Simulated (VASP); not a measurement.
# Rh (Pm-3m) in VASP: relaxation of cell and atoms with PBE

Aim: the relaxation of cell and atoms of Rh with PBE.

Everything below comes from runs of VASP 6.6.1. Logs are shortened: lines on timing, memory, paths and dates and some standing lists are left out, and cuts for length are marked.

**1. The cell of the first run**

Symmetry: Pm-3m, No. 221, cubic system. Conventional cell: a = 3.689 Å, b = 3.689 Å, c = 3.689 Å, α = 90.00°, β = 90.00°, γ = 90.00°. Within 3.4 Å of Rh (site symmetry 4/mmm) lie 8 Rh at 2.61 Å.

The cell was generated, and may not be a known phase.

**2. Relaxation of cell and atoms, PBE, collinear spin, ferromagnetic start**

The input, INCAR:

```
PREC     = Accurate       # precision mode
ENCUT    = 500            # plane-wave cutoff, eV
EDIFF    = 1E-7           # SCF threshold, eV
ISMEAR   = 0              # smearing method
SIGMA    = 0.1            # smearing width, eV
LREAL    = F              # projectors in reciprocal space
LASPH    = T              # aspherical terms in the spheres
NELM     = 200            # most SCF steps
ALGO     = Normal         # electronic algorithm
ISIF     = 3              # what is computed and relaxed
LWAVE    = F              # write WAVECAR
LCHARG   = F              # write CHGCAR
ISPIN    = 2              # spin polarisation
MAGMOM   = 0.36 0.36 0.36 # initial moments
LORBIT   = 11             # projections on sites
LMAXMIX  = 4              # l up to which the mixer works
GGA      = PE             # functional
IBRION   = 2              # ionic algorithm
NSW      = 100            # ionic steps
EDIFFG   = -0.01          # ionic threshold
GGA_COMPAT= F            
NELMIN   = 4
```

The input, KPOINTS:

```
regular mesh
0
Gamma
  12 12 12
```

The input, POSCAR:

```
Rh
1.0
    3.6888579851      0.0000000000      0.0000000000
    0.0000000000      3.6888579851      0.0000000000
    0.0000000000      0.0000000000      3.6888579851
Rh
3
Direct
    0.5000000000      0.0000000000      0.0000000000
    0.0000000000      0.5000000000      0.0000000000
    0.0000000000      0.0000000000      0.5000000000
```

Potentials or basis: VASP PAW PBE potentials, release 64 (Rh_pv).

Launch:

```bash
cat potpaw_PBE.64/Rh_pv/POTCAR > POTCAR
mpirun -np 1 vasp_std > vasp.out
```

OUTCAR:

```text
PREC = Accurate
   ENCUT = 500
   EDIFF = 1E-7
   ISMEAR = 0
   LREAL = F
   LASPH = T
   NELM = 200
   ISIF = 3
   ISPIN = 2
   LORBIT = 11
   GGA = PE
   IBRION = 2
   NSW = 100
   EDIFFG = -0.01
   NELMIN = 4

 ion  position               nearest neighbor table
   1  0.500  0.000  0.000-   2 2.61   3 2.61   3 2.61   2 2.61   2 2.61   3 2.61   3 2.61   2 2.61

   2  0.000  0.500  0.000-   1 2.61   3 2.61   3 2.61   1 2.61   3 2.61   3 2.61   1 2.61   1 2.61

   3  0.000  0.000  0.500-   1 2.61   2 2.61   1 2.61   2 2.61   2 2.61   2 2.61   1 2.61   1 2.61

  LATTYP: Found a simple cubic cell.
 ALAT       =     3.6888579851

  Lattice vectors:

 A1 = (   3.6888579851,   0.0000000000,   0.0000000000)
 A2 = (   0.0000000000,   3.6888579851,   0.0000000000)
 A3 = (   0.0000000000,   0.0000000000,   3.6888579851)

Analysis of symmetry for initial positions (statically):
=====================================================================
 Subroutine PRICEL returns:
 Original cell was already a primitive cell.

 Routine SETGRP: Setting up the symmetry group for a
 simple cubic supercell.

 Subroutine GETGRP returns: Found 48 space group operations
 (whereof 48 operations were pure point group operations)
 out of a pool of 48 trial point group operations.

The static configuration has the point symmetry O_h .

Analysis of symmetry for dynamics (positions and initial velocities):
=====================================================================
 Subroutine PRICEL returns:
 Original cell was already a primitive cell.

 Routine SETGRP: Setting up the symmetry group for a
 simple cubic supercell.

 Subroutine GETGRP returns: Found 48 space group operations
 (whereof 48 operations were pure point group operations)
 out of a pool of 48 trial point group operations.

The dynamic configuration has the point symmetry O_h .

Analysis of structural, dynamic, and magnetic symmetry:
=====================================================================
 Subroutine PRICEL returns:
 Original cell was already a primitive cell.

 Routine SETGRP: Setting up the symmetry group for a
 simple cubic supercell.

 Subroutine GETGRP returns: Found 48 space group operations
 (whereof 48 operations were pure point group operations)
 out of a pool of 48 trial point group operations.

The overall configuration has the point symmetry O_h .

 Subroutine INISYM returns: Found 48 space group operations
 (whereof 48 operations are pure point group operations),
 and found     1 'primitive' translations

----------------------------------------------------------------------------------------

                                     Primitive cell

  volume of cell :      50.1968

  direct lattice vectors                    reciprocal lattice vectors
     3.688857985  0.000000000  0.000000000     0.271086608  0.000000000  0.000000000
     0.000000000  3.688857985  0.000000000     0.000000000  0.271086608  0.000000000
     0.000000000  0.000000000  3.688857985     0.000000000  0.000000000  0.271086608

  length of vectors
     3.688857985  3.688857985  3.688857985     0.271086608  0.271086608  0.271086608

  position of ions in fractional coordinates (direct lattice)
     0.500000000  0.000000000  0.000000000
     0.000000000  0.500000000  0.000000000
     0.000000000  0.000000000  0.500000000

  ion indices of the primitive-cell ions
   primitive index   ion index
                 1           1
                 2           2
                 3           3

----------------------------------------------------------------------------------------

 KPOINTS: regular mesh

Automatic generation of k-mesh.
 Grid dimensions read from file:
 generate k-points for:   12   12   12

 Generating k-lattice:

  Cartesian coordinates                     Fractional coordinates (reciprocal lattice)
     0.022590551  0.000000000  0.000000000     0.083333333  0.000000000  0.000000000
     0.000000000  0.022590551  0.000000000     0.000000000  0.083333333  0.000000000
     0.000000000  0.000000000  0.022590551     0.000000000  0.000000000  0.083333333

  Length of vectors
     0.022590551  0.022590551  0.022590551

  Shift w.r.t. Gamma in fractional coordinates (k-lattice)
     0.000000000  0.000000000  0.000000000

 Subroutine IBZKPT returns following result:
 ===========================================

 Found     84 irreducible k-points:

 Following reciprocal coordinates:
            Coordinates               Weight
  0.000000  0.000000  0.000000      1.000000
  0.083333  0.000000  0.000000      6.000000
  0.166667  0.000000  0.000000      6.000000
  0.250000  0.000000  0.000000      6.000000
  0.333333  0.000000  0.000000      6.000000
  0.416667  0.000000  0.000000      6.000000
[... 16 lines left out ...]
  0.333333  0.333333  0.000000     12.000000
  0.416667  0.333333  0.000000     24.000000
 [... further k-points ...]
   k-points           NKPTS =     84   k-points in BZ     NKDIM =     84   number of bands    NBANDS=     28
   number of dos      NEDOS =    301   number of ions     NIONS =      3
   total plane-waves  NPLWV =  21952
   dimension x,y,z NGX =    28 NGY =   28 NGZ =   28
   dimension x,y,z NGXF=    56 NGYF=   56 NGZF=   56
   ions per type =               3
   NGX,Y,Z   is equivalent  to a cutoff of  12.62, 12.62, 12.62 a.u.
   NGXF,Y,Z  is equivalent  to a cutoff of  25.24, 25.24, 25.24 a.u.
 SYSTEM =  unknown system
   PREC   = accura    normal or accurate (medium, high low for compatibility)
   ISTART =      0    job   : 0-new  1-cont  2-samecut
   ICHARG =      2    charge: 1-file 2-atom 10-const
   ISPIN  =      2    spin polarized calculation?
   LNONCOLLINEAR =      F non collinear calculations
   LSORBIT =      F    spin-orbit coupling
   LASPH  =      T    aspherical Exc in radial PAW
   ENCUT  =  500.0 eV  36.75 Ry    6.06 a.u.   6.73  6.73  6.73*2*pi/ulx,y,z
   NELM   =    200;   NELMIN=  4; NELMDL= -5     # of ELM steps
   EDIFF  = 0.1E-06   stopping-criterion for ELM
   LREAL  =      F    real-space projection
   EDIFFG = -.1E-01   stopping-criterion for IOM
   NSW    =    100    number of steps for IOM
   IBRION =      2    ionic relax: 0-MD 1-quasi-New 2-CG
   NFREE  =      1    steps in history (QN), initial steepest desc. (CG)
   ISIF   =      3    stress and relaxation
   ISYM   =      2    0-nonsym 1-usesym 2-fastsym
   POTIM  = 0.5000    time-step for ionic-motion
   TEBEG  =    0.0;   TEEND  =   0.0 temperature during run
   PSTRESS=    0.0 pullay stress
   NELECT =      45.0000    total number of electrons
   NUPDOWN=      -1.0000    fix difference up-down
   EMIN   =  10.00;   EMAX   =-10.00  energy-range for DOS
   EFERMI =   0.00;   METHOD = LEGACY
   ISMEAR =     0;   SIGMA  =   0.10  broadening in eV -4-tet -1-fermi 0-gaus
   EFERMI_NEDOS =   21; number of points for ismear=-14 and -15
   IALGO  =     38    algorithm
   IMIX   =      4    mixing-type and parameters
     AMIX     =   0.40;   BMIX     =  1.00
     AMIX_MAG =   1.60;   BMIX_MAG =  1.00
  volume/ion in A,a.u.               =      16.73       112.91
  Fermi-wavevector in a.u.,A,eV,Ry     =   1.578533  2.982995 33.902551  2.491767
  Thomas-Fermi vector in A             =   2.679050
   LORBIT       =     11    0 simple, 1 ext, 2 COOP (PROOUT), +10 PAW based schemes
   GGA     = PE    functional components
   LHFCALC =     F    Hartree Fock is set to
   AEXX    =    0.0000 exact exchange contribution
   IVDW    =     0    specifies the selected vdW correction
   LEPSILON=     F    determine dielectric tensor
   LRPA    =     F    only Hartree local field effects (RPA)
 conjugate gradient relaxation of ions
 spin polarized calculation
 Gauss-broadening in eV      SIGMA  =   0.10
  energy-cutoff  :      500.00
  volume of cell :       50.20
 maximum number of plane-waves:      1328
 NGX is ok and might be reduce to    28
   NGX = 13   NGY = 13   NGZ = 13

 number of electron      44.9999960 magnetization       0.4271779

 Free energy of the ion-electron system (eV)
  ---------------------------------------------------
  ext. energy  EPLUGINS =         0.00000000
  ---------------------------------------------------
  free energy    TOTEN  =       -19.75908133 eV

  energy without entropy =      -19.72711506  energy(sigma->0) =      -19.74309820

 E-fermi :   8.5941     XC(G=0): -12.5588

 val. band max:        8.5927917018   @ k =   0.5000   0.4167   0.3333
 cond. band min:       8.5974594576   @ k =   0.2500   0.0833   0.0833
 fundamental gap:      0.0046677557
 Fermi energy:         8.5941426203

 spin component 1

 k-point     1 :       0.0000    0.0000    0.0000
  band No.  band energies     occupation
      1     -38.0896      1.00000
      2     -38.0896      1.00000
      3     -38.0896      1.00000
      4     -37.5273      1.00000
      5     -37.5273      1.00000
      6     -37.5273      1.00000
[... 20 lines left out ...]
     27      13.8864      0.00000
     28      13.8864      0.00000
[... 683 lines left out ...]
 k-point    24 :       0.4167    0.3333    0.0000
  band No.  band energies     occupation
      1     -38.1271      1.00000
      2     -37.9122      1.00000
      3     -37.8221      1.00000
      4     -37.7020      1.00000
      5     -37.5789      1.00000
      6     -37.5765      1.00000
[... 20 lines left out ...]
     27      13.6986      0.00000
     28      15.4913      0.00000

 [... further k-points ...]

 spin component 2

 k-point     1 :       0.0000    0.0000    0.0000
  band No.  band energies     occupation
      1     -37.9849      1.00000
      2     -37.9849      1.00000
      3     -37.9849      1.00000
      4     -37.4072      1.00000
      5     -37.4072      1.00000
      6     -37.4072      1.00000
[... 20 lines left out ...]
     27      13.9058      0.00000
     28      13.9058      0.00000
[... 683 lines left out ...]
 k-point    24 :       0.4167    0.3333    0.0000
  band No.  band energies     occupation
      1     -38.0283      1.00000
      2     -37.8109      1.00000
      3     -37.7034      1.00000
      4     -37.5953      1.00000
      5     -37.4596      1.00000
      6     -37.4566      1.00000
[... 20 lines left out ...]
     27      13.7547      0.00000
     28      15.5370      0.00000

 [... further k-points ...]
[... 5 lines left out ...]
  --------------------------------------------------------------------------------------
  -------------------------------------------------------------------------------------
  Total        0.0004530      0.0004530      0.0004530     -0.0000000     -0.0000000      0.0000000
  in kB        0.0144576      0.0144576      0.0144576     -0.0000000     -0.0000000      0.0000000
  external PRESSURE =       0.0144576 kB  Pullay stress =       0.0000000 kB

 VOLUME and BASIS-vectors are now :
 -----------------------------------------------------------------------------
  energy-cutoff  :      500.00
  volume of cell :       50.20
      direct lattice vectors                 reciprocal lattice vectors
     3.688857985  0.000000000  0.000000000     0.271086608  0.000000000  0.000000000
     0.000000000  3.688857985  0.000000000     0.000000000  0.271086608  0.000000000
     0.000000000  0.000000000  3.688857985     0.000000000  0.000000000  0.271086608

 POSITION                                       TOTAL-FORCE (eV/Angst)
 -----------------------------------------------------------------------------------
      1.84443      0.00000      0.00000         0.000000      0.000000      0.000000
      0.00000      1.84443      0.00000         0.000000      0.000000      0.000000
      0.00000      0.00000      1.84443         0.000000      0.000000      0.000000
 -----------------------------------------------------------------------------------
    total drift:                                0.000000      0.000000     -0.000000

  FREE ENERGIE OF THE ION-ELECTRON SYSTEM (eV)
  ---------------------------------------------------
  free  energy   TOTEN  =       -19.7590813330 eV

  energy  without entropy=      -19.7271150644  energy(sigma->0) =      -19.74309820

 reached required accuracy - stopping structural energy minimisation

 total charge

# of ion       s       p       d       tot
------------------------------------------
    1        0.415   6.225   7.125  13.766
    2        0.415   6.225   7.125  13.766
    3        0.415   6.225   7.125  13.766
--------------------------------------------------
tot          1.246  18.676  21.376  41.297

 magnetization (x)

# of ion       s       p       d       tot
------------------------------------------
    1        0.000  -0.000   0.142   0.142
    2        0.000  -0.000   0.142   0.142
    3        0.000  -0.000   0.142   0.142
--------------------------------------------------
tot          0.001  -0.001   0.426   0.426
```

Wall time 3.1 min (1 thread of AMD EPYC 7R43 (Zen 3), shared host); peak memory 0.24 GiB.

Results:

```
Free energy                                           : -19.7591 eV
Pressure after relaxing                               : 0.0 GPa
Net moment                                            : 0.43 μB per cell
Site moments                                          : Rh +0.14 μB
Valence electrons inside the program's atomic spheres : Rh 13.77
```

Final structure:
```
Rh
1.0
     3.68886    0.00000    0.00000
     0.00000    3.68886    0.00000
     0.00000    0.00000    3.68886
Rh
3
Cartesian
  1.8444 0.0000 0.0000
  0.0000 1.8444 0.0000
  0.0000 0.0000 1.8444
```

Caveat: the relaxation stopped at its first step, so nothing moved; a moment this small can come from the mesh or the smearing.
